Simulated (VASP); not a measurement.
# WC (CsCl type) (Pm-3m) in VASP: notebook

WC (CsCl type) is run at these levels: PBE; tasks: single point, relaxation of cell and atoms.

Program: VASP 6.6.1. These are calculated values, not measurements. Logs are shortened: lines on timing, memory, paths and dates and some standing lists are left out, and cuts for length are marked.

### Step 1. The cell of the first run

The structure is cubic, space group Pm-3m (No. 221). Conventional cell: a = 2.513 Å, b = 2.513 Å, c = 2.513 Å, α = 90.00°, β = 90.00°, γ = 90.00°. W (site symmetry m-3m) has 8 C at 2.18 Å and 6 W at 2.51 Å within 2.9 Å. C (site symmetry m-3m) has 8 W at 2.18 Å and 6 C at 2.51 Å within 2.9 Å.

### Step 2. Single point, PBE

INCAR

```
  PREC = Accurate
  ENCUT = 520
  EDIFF = 1E-7
  ISMEAR = -1
  SIGMA = 0.08
  LREAL = False
  LASPH = True
  NELM = 60
  ALGO = Normal
  ISIF = 2
  LWAVE = False
  LCHARG = True
  GGA = PE
  LELF = True
  LVHAR = True
  NBANDS = 16
```

KPOINTS

```
regular mesh
0
Gamma
  15 15 15
```

POSCAR

```
WC
1.0
    2.5131382161      0.0000000000      0.0000000000
    0.0000000000      2.5131382161      0.0000000000
    0.0000000000      0.0000000000      2.5131382161
W C
1 1
Direct
    0.0000000000      0.0000000000      0.0000000000
    0.5000000000      0.5000000000      0.5000000000
```

Potentials or basis: VASP PAW PBE potentials, release 64 (W_sv, C).

Run with:

```sh
> cat potpaw_PBE.64/W_sv/POTCAR potpaw_PBE.64/C/POTCAR > POTCAR
> mpirun -np 1 vasp_std > vasp.out
```

OUTCAR:

```text
PREC = Accurate
   ENCUT = 520
   EDIFF = 1E-7
   ISMEAR = -1
   LREAL = False
   LASPH = True
   NELM = 60
   ISIF = 2
   GGA = PE

 ion  position               nearest neighbor table
   1  0.000  0.000  0.000-   2 2.18   2 2.18   2 2.18   2 2.18   2 2.18   2 2.18   2 2.18   2 2.18

   2  0.500  0.500  0.500-   1 2.18   1 2.18   1 2.18   1 2.18   1 2.18   1 2.18   1 2.18   1 2.18

  LATTYP: Found a simple cubic cell.
 ALAT       =     2.5131382161

  Lattice vectors:

 A1 = (   2.5131382161,   0.0000000000,   0.0000000000)
 A2 = (   0.0000000000,   2.5131382161,   0.0000000000)
 A3 = (   0.0000000000,   0.0000000000,   2.5131382161)

Analysis of symmetry for initial positions (statically):
=====================================================================
 Subroutine PRICEL returns:
 Original cell was already a primitive cell.

 Routine SETGRP: Setting up the symmetry group for a
 simple cubic supercell.

 Subroutine GETGRP returns: Found 48 space group operations
 (whereof 48 operations were pure point group operations)
 out of a pool of 48 trial point group operations.

The static configuration has the point symmetry O_h .

Analysis of symmetry for dynamics (positions and initial velocities):
=====================================================================
 Subroutine PRICEL returns:
 Original cell was already a primitive cell.

 Routine SETGRP: Setting up the symmetry group for a
 simple cubic supercell.

 Subroutine GETGRP returns: Found 48 space group operations
 (whereof 48 operations were pure point group operations)
 out of a pool of 48 trial point group operations.

The dynamic configuration has the point symmetry O_h .

 Subroutine INISYM returns: Found 48 space group operations
 (whereof 48 operations are pure point group operations),
 and found     1 'primitive' translations

----------------------------------------------------------------------------------------

                                     Primitive cell

  volume of cell :      15.8726

  direct lattice vectors                    reciprocal lattice vectors
     2.513138216  0.000000000  0.000000000     0.397908875  0.000000000  0.000000000
     0.000000000  2.513138216  0.000000000     0.000000000  0.397908875  0.000000000
     0.000000000  0.000000000  2.513138216     0.000000000  0.000000000  0.397908875

  length of vectors
     2.513138216  2.513138216  2.513138216     0.397908875  0.397908875  0.397908875

  position of ions in fractional coordinates (direct lattice)
     0.000000000  0.000000000  0.000000000
     0.500000000  0.500000000  0.500000000

  ion indices of the primitive-cell ions
   primitive index   ion index
                 1           1
                 2           2

----------------------------------------------------------------------------------------

 KPOINTS: regular mesh

Automatic generation of k-mesh.
 Grid dimensions read from file:
 generate k-points for:   15   15   15

 Generating k-lattice:

  Cartesian coordinates                     Fractional coordinates (reciprocal lattice)
     0.026527258  0.000000000  0.000000000     0.066666667  0.000000000  0.000000000
     0.000000000  0.026527258  0.000000000     0.000000000  0.066666667  0.000000000
     0.000000000  0.000000000  0.026527258     0.000000000  0.000000000  0.066666667

  Length of vectors
     0.026527258  0.026527258  0.026527258

  Shift w.r.t. Gamma in fractional coordinates (k-lattice)
     0.000000000  0.000000000  0.000000000

 Subroutine IBZKPT returns following result:
 ===========================================

 Found    120 irreducible k-points:

 Following reciprocal coordinates:
            Coordinates               Weight
  0.000000  0.000000  0.000000      1.000000
  0.066667  0.000000  0.000000      6.000000
  0.133333  0.000000  0.000000      6.000000
  0.200000  0.000000  0.000000      6.000000
  0.266667  0.000000  0.000000      6.000000
  0.333333  0.000000  0.000000      6.000000
[... 16 lines left out ...]
  0.266667  0.200000  0.000000     24.000000
  0.333333  0.200000  0.000000     24.000000
 [... further k-points ...]
   k-points           NKPTS =    120   k-points in BZ     NKDIM =    120   number of bands    NBANDS=     16
   number of dos      NEDOS =    301   number of ions     NIONS =      2
   total plane-waves  NPLWV =   8000
   dimension x,y,z NGX =    20 NGY =   20 NGZ =   20
   dimension x,y,z NGXF=    40 NGYF=   40 NGZF=   40
   ions per type =               1   1
   NGX,Y,Z   is equivalent  to a cutoff of  13.23, 13.23, 13.23 a.u.
   NGXF,Y,Z  is equivalent  to a cutoff of  26.46, 26.46, 26.46 a.u.
 SYSTEM =  unknown system
   PREC   = accura    normal or accurate (medium, high low for compatibility)
   ISTART =      0    job   : 0-new  1-cont  2-samecut
   ICHARG =      2    charge: 1-file 2-atom 10-const
   ISPIN  =      1    spin polarized calculation?
   LNONCOLLINEAR =      F non collinear calculations
   LSORBIT =      F    spin-orbit coupling
   LASPH  =      T    aspherical Exc in radial PAW
   ENCUT  =  520.0 eV  38.22 Ry    6.18 a.u.   4.67  4.67  4.67*2*pi/ulx,y,z
   NELM   =     60;   NELMIN=  2; NELMDL= -5     # of ELM steps
   EDIFF  = 0.1E-06   stopping-criterion for ELM
   LREAL  =      F    real-space projection
   EDIFFG = 0.1E-05   stopping-criterion for IOM
   NSW    =      0    number of steps for IOM
   IBRION =     -1    ionic relax: 0-MD 1-quasi-New 2-CG
   NFREE  =      0    steps in history (QN), initial steepest desc. (CG)
   ISIF   =      2    stress and relaxation
   ISYM   =      2    0-nonsym 1-usesym 2-fastsym
   POTIM  = 0.5000    time-step for ionic-motion
   TEBEG  =    0.0;   TEEND  =   0.0 temperature during run
   PSTRESS=    0.0 pullay stress
   NELECT =      18.0000    total number of electrons
   NUPDOWN=      -1.0000    fix difference up-down
   EMIN   =  10.00;   EMAX   =-10.00  energy-range for DOS
   EFERMI =   0.00;   METHOD = LEGACY
   ISMEAR =    -1;   SIGMA  =   0.08  broadening in eV -4-tet -1-fermi 0-gaus
   EFERMI_NEDOS =   21; number of points for ismear=-14 and -15
   IALGO  =     38    algorithm
   IMIX   =      4    mixing-type and parameters
     AMIX     =   0.40;   BMIX     =  1.00
     AMIX_MAG =   1.60;   BMIX_MAG =  1.00
  volume/ion in A,a.u.               =       7.94        53.56
  Fermi-wavevector in a.u.,A,eV,Ry     =   1.707193  3.226127 39.654289  2.914508
  Thomas-Fermi vector in A             =   2.786090
   LORBIT       =      0    0 simple, 1 ext, 2 COOP (PROOUT), +10 PAW based schemes
   GGA     = PE    functional components
[... 5 lines left out ...]
 non-spin polarized calculation
  energy-cutoff  :      520.00
  volume of cell :       15.87
 maximum number of plane-waves:       449
 NGX is ok and might be reduce to    20
   NGX =  9   NGY =  9   NGZ =  9

 number of electron      17.9999995 magnetization

 Free energy of the ion-electron system (eV)
  ---------------------------------------------------
  ext. energy  EPLUGINS =         0.00000000
  ---------------------------------------------------
  free energy    TOTEN  =       -18.90160225 eV

  energy without entropy =      -18.88900958  energy(sigma->0) =      -18.89530592

 E-fermi :  16.3742     XC(G=0): -15.4525

 val. band max:       16.3492662051   @ k =   0.4667   0.4667   0.2667
 cond. band min:      16.3870509791   @ k =   0.0000   0.0000   0.0000
 fundamental gap:      0.0377847741
 Fermi energy:        16.3741547915

 k-point     1 :       0.0000    0.0000    0.0000
  band No.  band energies     occupation
      1     -58.3708      2.00000
      2     -21.9007      2.00000
      3     -21.9007      2.00000
      4     -21.9007      2.00000
      5      -1.1852      2.00000
      6       9.4013      2.00000
[... 8 lines left out ...]
     15      36.1624      0.00000
     16      36.1624      0.00000

 k-point     2 :       0.0667    0.0000    0.0000
  band No.  band energies     occupation
      1     -58.3630      2.00000
      2     -22.0076      2.00000
      3     -21.8911      2.00000
      4     -21.8911      2.00000
      5      -1.0314      2.00000
      6       9.4580      2.00000
[... 8 lines left out ...]
     15      34.8237      0.00000
     16      36.4222      0.00000

 k-point     3 :       0.1333    0.0000    0.0000
  band No.  band energies     occupation
      1     -58.3408      2.00000
      2     -22.3019      2.00000
      3     -21.8637      2.00000
      4     -21.8637      2.00000
      5      -0.5923      2.00000
      6       9.6225      2.00000
[... 8 lines left out ...]
     15      32.6518      0.00000
     16      37.1847      0.00000

 k-point     4 :       0.2000    0.0000    0.0000
  band No.  band energies     occupation
      1     -58.3080      2.00000
      2     -22.7164      2.00000
      3     -21.8231      2.00000
      4     -21.8231      2.00000
      5       0.0781      2.00000
      6       9.5634      2.00000
[... 8 lines left out ...]
     15      30.5684      0.00000
     16      38.3063      0.00000
[... 324 lines left out ...]
 k-point    22 :       0.2000    0.2000    0.0000
  band No.  band energies     occupation
      1     -58.2459      2.00000
      2     -22.6667      2.00000
      3     -22.5664      2.00000
      4     -21.7488      2.00000
      5       1.1280      2.00000
      6       9.2842      2.00000
[... 8 lines left out ...]
     15      32.5800      0.00000
     16      35.5742      0.00000

 k-point    23 :       0.2667    0.2000    0.0000
  band No.  band energies     occupation
      1     -58.2085      2.00000
      2     -23.0624      2.00000
      3     -22.5509      2.00000
      4     -21.7039      2.00000
      5       1.7738      2.00000
      6       8.6255      2.00000
[... 8 lines left out ...]
     15      32.1246      0.00000
     16      36.7334      0.00000

 k-point    24 :       0.3333    0.2000    0.0000
  band No.  band energies     occupation
      1     -58.1725      2.00000
      2     -23.4606      2.00000
      3     -22.4954      2.00000
      4     -21.6605      2.00000
      5       2.4486      2.00000
      6       7.8224      2.00000
[... 8 lines left out ...]
     15      31.1703      0.00000
     16      36.6924      0.00000

 [... further k-points ...]

------------------------ aborting loop because EDIFF is reached ----------------------------------------

  FORCE on cell =-STRESS in cart. coord.  units (eV):
  Direction    XX          YY          ZZ          XY          YZ          ZX
  --------------------------------------------------------------------------------------
  -------------------------------------------------------------------------------------
  Total       15.3007096     15.3007096     15.3007096      0.0000000     -0.0000000      0.0000000
  in kB     1544.4470804   1544.4470804   1544.4470804      0.0000000     -0.0000000      0.0000000
  external PRESSURE =    1544.4470804 kB  Pullay stress =       0.0000000 kB

 VOLUME and BASIS-vectors are now :
 -----------------------------------------------------------------------------
  energy-cutoff  :      520.00
  volume of cell :       15.87
      direct lattice vectors                 reciprocal lattice vectors
     2.513138216  0.000000000  0.000000000     0.397908875  0.000000000  0.000000000
     0.000000000  2.513138216  0.000000000     0.000000000  0.397908875  0.000000000
     0.000000000  0.000000000  2.513138216     0.000000000  0.000000000  0.397908875

 POSITION                                       TOTAL-FORCE (eV/Angst)
 -----------------------------------------------------------------------------------
      0.00000      0.00000      0.00000         0.000000      0.000000      0.000000
      1.25657      1.25657      1.25657         0.000000      0.000000      0.000000
 -----------------------------------------------------------------------------------
    total drift:                                0.000000      0.000000      0.000000

  FREE ENERGIE OF THE ION-ELECTRON SYSTEM (eV)
  ---------------------------------------------------
  free  energy   TOTEN  =       -18.9016022536 eV

  energy  without entropy=      -18.8890095833  energy(sigma->0) =      -18.89530592
```

It took 34 s on 1 thread of Intel Xeon 8259CL, shared host; peak memory 0.15 GiB.

What came out:

```yaml
Free_energy: -18.9016 eV
Pressure: 154.4 GPa
Band_gap_on_the_k_mesh: zero (bands 9 and 10 overlap by 9.27 eV)
```

Caveat: the cell stands under pressure; spin-orbit coupling is left out, which moves the levels of the heavy elements.

### Step 3. Single point, PBE

INCAR

```
SYSTEM = WC
PREC = Accurate ; ENCUT = 520
EDIFF = 1E-7 ; ISMEAR = -1
SIGMA = 0.08 ; LREAL = .FALSE.
LASPH = .TRUE. ; NELM = 80
ALGO = Normal ; ISIF = 2
LWAVE = .FALSE. ; LCHARG = .FALSE.
GGA = PE ; NBANDS = 16
```

KPOINTS

```
Automatic mesh
0
G
  15 15 15
  0 0 0
```

POSCAR

```
WC
1.0
    2.5128374088      0.0000000000      0.0000000000
    0.0000000000      2.5128374088      0.0000000000
    0.0000000000      0.0000000000      2.5128374088
W C
1 1
Direct
    0.0000000000      0.0000000000      0.0000000000
    0.5000000000      0.5000000000      0.5000000000
```

Potentials or basis: VASP PAW PBE potentials, release 64 (W_sv, C).

Run with:

```sh
> cat potpaw_PBE.64/W_sv/POTCAR potpaw_PBE.64/C/POTCAR > POTCAR
> mpirun -np 1 vasp_std > vasp.out
```

Wall time 30 s (1 thread of Intel Xeon 8259CL, shared host); peak memory 0.15 GiB.

Results (log left out):

* Free energy: -18.8961 eV
* Pressure: 154.8 GPa
* Band gap on the k mesh: zero (bands 9 and 10 overlap by 9.27 eV)

Levels at points of the mesh, in eV from the Fermi level:
| k point | band 7 | band 8 | band 9 | band 10 | band 11 | band 12 |
| --- | --- | --- | --- | --- | --- | --- |
| (0.00, 0.00, 0.00) | -6.98 | 0.01 | 0.01 | 0.01 | 4.05 | 4.05 |

Caveat: the cell stands under pressure; spin-orbit coupling is left out, which moves the levels of the heavy elements.

### Step 4. Relaxation of cell and atoms, PBE, target pressure 150 GPa, at which the enthalpy is minimised

This run uses another cell than the first one, of 7.84 Å³/atom.

INCAR

```
ALGO     = Normal         # electronic algorithm
EDIFF    = 1E-6           # SCF threshold, eV
EDIFFG   = -0.005         # ionic threshold
ENCUT    = 600            # plane-wave cutoff, eV
GGA      = PE             # functional
IBRION   = 2              # ionic algorithm
ISIF     = 3              # what is computed and relaxed
ISMEAR   = -1             # smearing method
LASPH    = T              # aspherical terms in the spheres
LCHARG   = F              # write CHGCAR
LREAL    = F              # projectors in reciprocal space
LWAVE    = F              # write WAVECAR
NELM     = 80             # most SCF steps
NSW      = 60             # ionic steps
PREC     = Accurate       # precision mode
PSTRESS  = 1500.0       
SIGMA    = 0.08           # smearing width, eV
```

KPOINTS

```
k-points
0
Gamma
  15 15 15
```

POSCAR

```
WC
1.0
    2.5029760913      0.0000000000      0.0000000000
    0.0000000000      2.5029760913      0.0000000000
    0.0000000000      0.0000000000      2.5029760913
W C
1 1
Direct
    0.0000000000      0.0000000000      0.0000000000
    0.5000000000      0.5000000000      0.5000000000
```

Run with:

```sh
> cat potpaw_PBE.64/W_sv/POTCAR potpaw_PBE.64/C/POTCAR > POTCAR
> mpirun -np 1 vasp_std > vasp.out
```

It took 63 s on 1 thread of Intel Xeon 8259CL, shared host; peak memory 0.16 GiB.

It converged, with:

- Free energy: -18.9733 eV
- Relaxed volume: 7.97 Å³/atom
- Relaxed cell: a = 2.517 Å, b = 2.517 Å, c = 2.517 Å, α = 90.00°, β = 90.00°, γ = 90.00°
- Space group after relaxing (to 0.1 Å): Pm-3m (No. 221)
- Energy change on relaxing (the run minimises the enthalpy): -130.9 meV/atom
- Ionic steps: 4
- Pressure after relaxing: 150.0 GPa
- Band gap on the k mesh: zero (bands 9 and 10 overlap by 9.20 eV)

The path:
```tsv
step	energy change (eV)	largest force (eV/Å)	pressure (GPa)	volume (Å³)
1	0.0000	0.0000	165.95	15.68
2	-1.3440	0.0000	75.70	17.52
3	-0.2735	0.0000	149.27	15.96
4	-0.2619	0.0000	149.97	15.95
```

Final structure:
```
W C
1.0
     2.51704    0.00000    0.00000
     0.00000    2.51704    0.00000
     0.00000    0.00000    2.51704
W C
1 1
Direct
  0.00000 0.00000 0.00000
  0.50000 0.50000 0.50000
```

Levels at points of the mesh, in eV from the Fermi level:
| k point | band 7 | band 8 | band 9 | band 10 | band 11 | band 12 |
| --- | --- | --- | --- | --- | --- | --- |
| (0.00, 0.00, 0.00) | -6.93 | 0.02 | 0.02 | 0.02 | 4.03 | 4.03 |

Caveat: the cell is relaxed towards a set pressure, so the run minimises the enthalpy, not the energy; spin-orbit coupling is left out, which moves the levels of the heavy elements.

### Step 5. Relaxation of cell and atoms, PBE, target pressure 150 GPa, at which the enthalpy is minimised

INCAR

```
SYSTEM = WC
ALGO = Normal
EDIFF = 1E-6
EDIFFG = -0.005
ENCUT = 600
GGA = PE
IBRION = 2
ISIF = 3
ISMEAR = -1
LASPH = .True.
LCHARG = .False.
LREAL = .False.
LWAVE = .False.
NELM = 60
NSW = 32
PREC = Accurate
PSTRESS = 1500.0
SIGMA = 0.08
```

KPOINTS

```
k-points
0
Gamma
  15 15 15
  0 0 0
```

POSCAR

```
WC
1.0
    2.5131382161      0.0000000000      0.0000000000
    0.0000000000      2.5131382161      0.0000000000
    0.0000000000      0.0000000000      2.5131382161
W C
1 1
Direct
    0.0000000000      0.0000000000      0.0000000000
    0.5000000000      0.5000000000      0.5000000000
```

Run with:

```sh
> cat potpaw_PBE.64/W_sv/POTCAR potpaw_PBE.64/C/POTCAR > POTCAR
> mpirun -np 1 vasp_std > vasp.out
```

Run time: 25 s. Hardware: 1 thread of Intel Xeon 6975P-C (Granite Rapids), shared host; peak memory 0.15 GiB.

The run converged. Its results:

* Free energy: -18.9735 eV
* Relaxed volume: 7.97 Å³/atom
* Relaxed cell: a = 2.517 Å, b = 2.517 Å, c = 2.517 Å, α = 90.00°, β = 90.00°, γ = 90.00°
* Space group after relaxing (to 0.1 Å): Pm-3m (No. 221)
* Energy change on relaxing (the run minimises the enthalpy): -35.1 meV/atom
* Ionic steps: 3
* Pressure after relaxing: 150.0 GPa
* Band gap on the k mesh: zero (bands 9 and 10 overlap by 9.20 eV)

Step by step:
```tsv
step	energy change (eV)	largest force (eV/Å)	pressure (GPa)	volume (Å³)
1	0.0000	0.0000	154.26	15.87
2	-0.4292	0.0000	127.18	16.36
3	-0.0701	0.0000	149.98	15.95
```

Final structure:
```yaml
crystal:
  lattice:
    - [2.51703, 0.00000, 0.00000]
    - [0.00000, 2.51703, 0.00000]
    - [0.00000, 0.00000, 2.51703]
  atoms:
    - { symbol: W, position: [0.00000, 0.00000, 0.00000] }
    - { symbol: C, position: [0.50000, 0.50000, 0.50000] }
```

Levels at points of the mesh, in eV from the Fermi level:
```csv
k point,band 6,band 7,band 8,band 9,band 10,band 11,band 12,band 13
"(0.00, 0.00, 0.00)",-6.93,-6.93,0.02,0.02,0.02,4.03,4.03,4.03
```

Caveat: the cell is relaxed towards a set pressure, so the run minimises the enthalpy, not the energy; spin-orbit coupling is left out, which moves the levels of the heavy elements.

### Step 6. Summary

| task | cell | cutoff (eV) | gap on the mesh (eV) | pressure (GPa) |
| --- | --- | --- | --- | --- |
| single point | a = 2.513 Å, 2 atoms | 520 | none | 154.8 |
| relaxation of cell and atoms | relaxed to 150 GPa from a = 2.503 Å, 2 atoms | 600 | none | 150.0 |
| relaxation of cell and atoms | relaxed to 150 GPa from a = 2.513 Å, 2 atoms | 600 | none | 150.0 |

Alike in all rows: level PBE; potentials or basis VASP PAW PBE potentials, release 64 (W_sv, C); no spin polarisation; k mesh 15 × 15 × 15; smearing fermi-dirac 0.08 eV.

Caveats: spin-orbit coupling is left out, which moves the levels of the heavy elements; the cell is relaxed towards a set pressure, so the run minimises the enthalpy, not the energy (at least some runs); the cell stands under pressure (at least some runs).

Absolute energies hang on the potentials; compare differences alone.
